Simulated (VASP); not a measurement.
# WC (P-6m2) in VASP: notebook

Runs on WC. Level: PBE. Tasks: relaxation of shape and atoms at fixed volume, single point.

All numbers are computed with VASP 6.6.1; they aren't measurements. Logs are shortened: lines on timing, memory, paths and dates and some standing lists are left out, and cuts for length are marked.

### Step 1. The cell of the first run

The structure is hexagonal, space group P-6m2 (No. 187). The conventional cell has a = 2.826 Å, b = 2.826 Å, c = 2.768 Å, α = 90.00°, β = 90.00°, γ = 120.00°. Within 2.8 Å of W (site symmetry -6m2) lie 6 C at 2.14 Å and 2 W at 2.77 Å. C (site symmetry -6m2) has 6 W at 2.14 Å and 2 C at 2.77 Å within 2.8 Å.

### Step 2. Relaxation of shape and atoms at fixed volume, PBE (volume scaled by 0.91)

File INCAR:

```
PREC = Accurate
ENCUT = 600
EDIFF = 1E-7
ISMEAR = 0
SIGMA = 0.1
LREAL = False
LASPH = True
NELM = 60
ALGO = Normal
ISIF = 4
LWAVE = False
LCHARG = False
GGA = PE
IBRION = 2
NSW = 50
EDIFFG = -0.01
```

File KPOINTS:

```
Automatic mesh
0
Gamma
  18 18 14
```

File POSCAR:

```
WC
1.0
    2.8263920838      0.0000000000      0.0000000000
   -1.4131960419      2.4477273456      0.0000000000
    0.0000000000      0.0000000000      2.7684522456
W C
1 1
Direct
    0.0000000000      0.0000000000      0.0000000000
    0.6666666667      0.3333333333      0.5000000000
```

Potentials or basis: VASP PAW PBE potentials, release 64 (W_sv, C).

Launch:

```bash
$ cat potpaw_PBE.64/W_sv/POTCAR potpaw_PBE.64/C/POTCAR > POTCAR
$ mpirun -np 1 vasp_std > vasp.out
```

OUTCAR:

```text
PREC = Accurate
   ENCUT = 600
   EDIFF = 1E-7
   ISMEAR = 0
   LREAL = False
   LASPH = True
   NELM = 60
   ISIF = 4
   GGA = PE
   IBRION = 2
   NSW = 50
   EDIFFG = -0.01

 ion  position               nearest neighbor table
   1  0.000  0.000  0.000-   2 2.14   2 2.14   2 2.14   2 2.14   2 2.14   2 2.14
   2  0.667  0.333  0.500-   1 2.14   1 2.14   1 2.14   1 2.14   1 2.14   1 2.14

  LATTYP: Found a hexagonal cell.
 ALAT       =     2.8263920838
 C/A-ratio  =     0.9795004244

  Lattice vectors:

 A1 = (   2.8263920838,   0.0000000000,   0.0000000000)
 A2 = (  -1.4131960419,   2.4477273456,   0.0000000000)
 A3 = (   0.0000000000,   0.0000000000,   2.7684522456)

Analysis of symmetry for initial positions (statically):
=====================================================================
 Subroutine PRICEL returns:
 Original cell was already a primitive cell.

 Routine SETGRP: Setting up the symmetry group for a
 hexagonal supercell.

 Subroutine GETGRP returns: Found 12 space group operations
 (whereof 12 operations were pure point group operations)
 out of a pool of 24 trial point group operations.

The static configuration has the point symmetry D_3h.

Analysis of symmetry for dynamics (positions and initial velocities):
=====================================================================
 Subroutine PRICEL returns:
 Original cell was already a primitive cell.

 Routine SETGRP: Setting up the symmetry group for a
 hexagonal supercell.

 Subroutine GETGRP returns: Found 12 space group operations
 (whereof 12 operations were pure point group operations)
 out of a pool of 24 trial point group operations.

The dynamic configuration has the point symmetry D_3h.

 Subroutine INISYM returns: Found 12 space group operations
 (whereof 12 operations are pure point group operations),
 and found     1 'primitive' translations

----------------------------------------------------------------------------------------

                                     Primitive cell

  volume of cell :      19.1528

  direct lattice vectors                    reciprocal lattice vectors
     2.826392084  0.000000000  0.000000000     0.353807954  0.204271117  0.000000000
    -1.413196042  2.447727346  0.000000000     0.000000000  0.408542235  0.000000000
     0.000000000  0.000000000  2.768452246     0.000000000  0.000000000  0.361212660

  length of vectors
     2.826392084  2.826392084  2.768452246     0.408542235  0.408542235  0.361212660

  position of ions in fractional coordinates (direct lattice)
     0.000000000  0.000000000  0.000000000
     0.666666667  0.333333333  0.500000000

  ion indices of the primitive-cell ions
   primitive index   ion index
                 1           1
                 2           2

----------------------------------------------------------------------------------------

 KPOINTS: Automatic mesh

Automatic generation of k-mesh.
 Grid dimensions read from file:
 generate k-points for:   18   18   14

 Generating k-lattice:

  Cartesian coordinates                     Fractional coordinates (reciprocal lattice)
     0.019655997  0.011348395  0.000000000     0.055555556 -0.000000000  0.000000000
     0.000000000  0.022696791  0.000000000     0.000000000  0.055555556  0.000000000
     0.000000000  0.000000000  0.025800904     0.000000000  0.000000000  0.071428571

  Length of vectors
     0.022696791  0.022696791  0.025800904

  Shift w.r.t. Gamma in fractional coordinates (k-lattice)
     0.000000000  0.000000000  0.000000000

 Subroutine IBZKPT returns following result:
 ===========================================

 Found    296 irreducible k-points:

 Following reciprocal coordinates:
            Coordinates               Weight
  0.000000  0.000000  0.000000      1.000000
  0.055556  0.000000  0.000000      6.000000
  0.111111  0.000000  0.000000      6.000000
  0.166667  0.000000  0.000000      6.000000
  0.222222 -0.000000  0.000000      6.000000
  0.277778  0.000000  0.000000      6.000000
[... 16 lines left out ...]
  0.333333  0.111111  0.000000     12.000000
  0.388889  0.111111  0.000000     12.000000
 [... further k-points ...]
   k-points           NKPTS =    296   k-points in BZ     NKDIM =    296   number of bands    NBANDS=     13
   number of dos      NEDOS =    301   number of ions     NIONS =      2
   total plane-waves  NPLWV =  13824
   dimension x,y,z NGX =    24 NGY =   24 NGZ =   24
   dimension x,y,z NGXF=    48 NGYF=   48 NGZF=   48
   ions per type =               1   1
   NGX,Y,Z   is equivalent  to a cutoff of  14.12, 14.12, 14.41 a.u.
   NGXF,Y,Z  is equivalent  to a cutoff of  28.23, 28.23, 28.82 a.u.
 SYSTEM =  unknown system
   PREC   = accura    normal or accurate (medium, high low for compatibility)
   ISTART =      0    job   : 0-new  1-cont  2-samecut
   ICHARG =      2    charge: 1-file 2-atom 10-const
   ISPIN  =      1    spin polarized calculation?
   LNONCOLLINEAR =      F non collinear calculations
   LSORBIT =      F    spin-orbit coupling
   LASPH  =      T    aspherical Exc in radial PAW
   ENCUT  =  600.0 eV  44.10 Ry    6.64 a.u.   5.65  5.65  5.53*2*pi/ulx,y,z
   NELM   =     60;   NELMIN=  2; NELMDL= -5     # of ELM steps
   EDIFF  = 0.1E-06   stopping-criterion for ELM
   LREAL  =      F    real-space projection
   EDIFFG = -.1E-01   stopping-criterion for IOM
   NSW    =     50    number of steps for IOM
   IBRION =      2    ionic relax: 0-MD 1-quasi-New 2-CG
   NFREE  =      1    steps in history (QN), initial steepest desc. (CG)
   ISIF   =      4    stress and relaxation
   ISYM   =      2    0-nonsym 1-usesym 2-fastsym
   POTIM  = 0.5000    time-step for ionic-motion
   TEBEG  =    0.0;   TEEND  =   0.0 temperature during run
   PSTRESS=    0.0 pullay stress
   NELECT =      18.0000    total number of electrons
   NUPDOWN=      -1.0000    fix difference up-down
   EMIN   =  10.00;   EMAX   =-10.00  energy-range for DOS
   EFERMI =   0.00;   METHOD = LEGACY
   ISMEAR =     0;   SIGMA  =   0.10  broadening in eV -4-tet -1-fermi 0-gaus
   EFERMI_NEDOS =   21; number of points for ismear=-14 and -15
   IALGO  =     38    algorithm
   IMIX   =      4    mixing-type and parameters
     AMIX     =   0.40;   BMIX     =  1.00
     AMIX_MAG =   1.60;   BMIX_MAG =  1.00
  volume/ion in A,a.u.               =       9.58        64.62
  Fermi-wavevector in a.u.,A,eV,Ry     =   1.603571  3.030310 34.986561  2.571440
  Thomas-Fermi vector in A             =   2.700213
   LORBIT       =      0    0 simple, 1 ext, 2 COOP (PROOUT), +10 PAW based schemes
   GGA     = PE    functional components
   LHFCALC =     F    Hartree Fock is set to
   AEXX    =    0.0000 exact exchange contribution
   IVDW    =     0    specifies the selected vdW correction
   LEPSILON=     F    determine dielectric tensor
   LRPA    =     F    only Hartree local field effects (RPA)
 conjugate gradient relaxation of ions
 non-spin polarized calculation
 Gauss-broadening in eV      SIGMA  =   0.10
  energy-cutoff  :      600.00
  volume of cell :       19.15
 maximum number of plane-waves:       660
 NGX is ok and might be reduce to    24
   NGX = 11   NGY = 11   NGZ = 11

--------------------------------------- Ionic step        1  -------------------------------------------

 number of electron      18.0000002 magnetization

 Free energy of the ion-electron system (eV)
  ---------------------------------------------------
  ext. energy  EPLUGINS =         0.00000000
  ---------------------------------------------------
  free energy    TOTEN  =       -22.19368845 eV

  energy without entropy =      -22.19266032  energy(sigma->0) =      -22.19317438

------------------------ aborting loop because EDIFF is reached ----------------------------------------

  FORCE on cell =-STRESS in cart. coord.  units (eV):
  Direction    XX          YY          ZZ          XY          YZ          ZX
  --------------------------------------------------------------------------------------
  -------------------------------------------------------------------------------------
  Total        5.3676853      5.3676853      5.6857000     -0.0000000     -0.0000000      0.0000000
  in kB      449.0194423    449.0194423    475.6221170     -0.0000000     -0.0000000      0.0000000
  external PRESSURE =     457.8870005 kB  Pullay stress =       0.0000000 kB

 VOLUME and BASIS-vectors are now :
 -----------------------------------------------------------------------------
  energy-cutoff  :      600.00
  volume of cell :       19.15
      direct lattice vectors                 reciprocal lattice vectors
     2.826392084  0.000000000  0.000000000     0.353807954  0.204271117  0.000000000
    -1.413196042  2.447727346  0.000000000     0.000000000  0.408542235  0.000000000
     0.000000000  0.000000000  2.768452246     0.000000000  0.000000000  0.361212660
[... 37 lines left out ...]
 POSITION                                       TOTAL-FORCE (eV/Angst)
 -----------------------------------------------------------------------------------
     -0.00000      0.00000      0.00000         0.000000     -0.000000      0.000000
      1.40959      0.81383      1.39131        -0.000000      0.000000      0.000000
 -----------------------------------------------------------------------------------
    total drift:                               -0.000000      0.000000      0.000000

  FREE ENERGIE OF THE ION-ELECTRON SYSTEM (eV)
  ---------------------------------------------------
  free  energy   TOTEN  =       -22.1932223805 eV

  energy  without entropy=      -22.1922168771  energy(sigma->0) =      -22.19271963

--------------------------------------- Ionic step        3  -------------------------------------------

 number of electron      18.0000002 magnetization

 Free energy of the ion-electron system (eV)
  ---------------------------------------------------
  ext. energy  EPLUGINS =         0.00000000
  ---------------------------------------------------
  free energy    TOTEN  =       -22.19400753 eV

  energy without entropy =      -22.19298513  energy(sigma->0) =      -22.19349633

 E-fermi :  12.2909     XC(G=0): -14.2534

 val. band max:       12.2895364529   @ k =   0.0000   0.0000   0.0714
 cond. band min:      12.3063975823   @ k =   0.0000   0.0000   0.0000
 fundamental gap:      0.0168611295
 Fermi energy:        12.2908606290

 k-point     1 :       0.0000    0.0000    0.0000
  band No.  band energies     occupation
      1     -61.5755      2.00000
      2     -25.5673      2.00000
      3     -25.4080      2.00000
      4     -25.4080      2.00000
      5      -2.8087      2.00000
      6       7.4599      2.00000
      7       8.6273      2.00000
      8       8.6273      2.00000
      9      12.3064      0.82608
     10      15.8765      0.00000
     11      15.8765      0.00000
     12      18.3181      0.00000
     13      18.3181      0.00000

 k-point     2 :       0.0556    0.0000    0.0000
  band No.  band energies     occupation
      1     -61.5729      2.00000
      2     -25.5626      2.00000
      3     -25.4437      2.00000
      4     -25.4159      2.00000
      5      -2.7172      2.00000
      6       7.5005      2.00000
      7       8.4963      2.00000
      8       8.7132      2.00000
      9      12.0284      1.99979
     10      15.8413      0.00000
     11      16.1801      0.00000
[... 339 lines left out ...]
 k-point    24 :       0.3889    0.1111    0.0000
  band No.  band energies     occupation
      1     -61.4883      2.00000
      2     -26.4390      2.00000
      3     -25.7390      2.00000
      4     -25.4110      2.00000
      5       0.8735      2.00000
      6       5.0089      2.00000
      7       8.3143      2.00000
      8       8.3185      2.00000
      9      11.7411      2.00000
     10      14.2186      0.00000
     11      16.2036      0.00000
     12      17.6915      0.00000
     13      20.3960      0.00000

 [... further k-points ...]
[... 5 lines left out ...]
  --------------------------------------------------------------------------------------
  -------------------------------------------------------------------------------------
  Total        5.4541506      5.4541506      5.4627131      0.0000000      0.0000000      0.0000000
  in kB      456.2524637    456.2524637    456.9687388      0.0000000      0.0000000      0.0000000
  external PRESSURE =     456.4912221 kB  Pullay stress =       0.0000000 kB

 VOLUME and BASIS-vectors are now :
 -----------------------------------------------------------------------------
  energy-cutoff  :      600.00
  volume of cell :       19.15
      direct lattice vectors                 reciprocal lattice vectors
     2.823612905 -0.000000000  0.000000000     0.354156194  0.204472174  0.000000000
    -1.411806453  2.445320506  0.000000000     0.000000000  0.408944348  0.000000000
     0.000000000 -0.000000000  2.773904699     0.000000000  0.000000000  0.360502652

 POSITION                                       TOTAL-FORCE (eV/Angst)
 -----------------------------------------------------------------------------------
     -0.00000      0.00000      0.00000        -0.000000     -0.000000      0.000000
      1.41181      0.81511      1.38695         0.000000      0.000000      0.000000
 -----------------------------------------------------------------------------------
    total drift:                               -0.000000      0.000000      0.000000

  FREE ENERGIE OF THE ION-ELECTRON SYSTEM (eV)
  ---------------------------------------------------
  free  energy   TOTEN  =       -22.1940075328 eV

  energy  without entropy=      -22.1929851340  energy(sigma->0) =      -22.19349633

 reached required accuracy - stopping structural energy minimisation
```

Wall time 45 s (1 thread of Intel Xeon 6975P-C (Granite Rapids), shared host); peak memory 0.22 GiB.

Results:

```
Free energy               : -22.1940 eV
Energy gained by relaxing : 0.2 meV/atom
Ionic steps               : 3
Pressure after relaxing   : 45.6 GPa
Band gap on the k mesh    : zero (band 9 reaches 12.90 eV, above the bottom of band 10 at 11.57 eV)
```

Step by step:
```csv
step,energy change (eV),largest force (eV/Å),pressure (GPa),volume (Å³)
1,0.0000,0.0000,45.79,19.15
2,0.0005,0.0000,45.44,19.15
3,-0.0003,0.0000,45.65,19.15
```

Final structure:
```
CELL_PARAMETERS angstrom
2.82361 0.00000 0.00000
-1.41181 2.44532 0.00000
0.00000 0.00000 2.77390
ATOMIC_POSITIONS crystal
W 0.00000 0.00000 0.00000
C 0.66667 0.33333 0.50000
```

Caveat: the cell differs from its parent crystal (volume scaled by 0.91); spin-orbit coupling is left out, which moves the levels of the heavy elements.

[end of part 1 of 2]
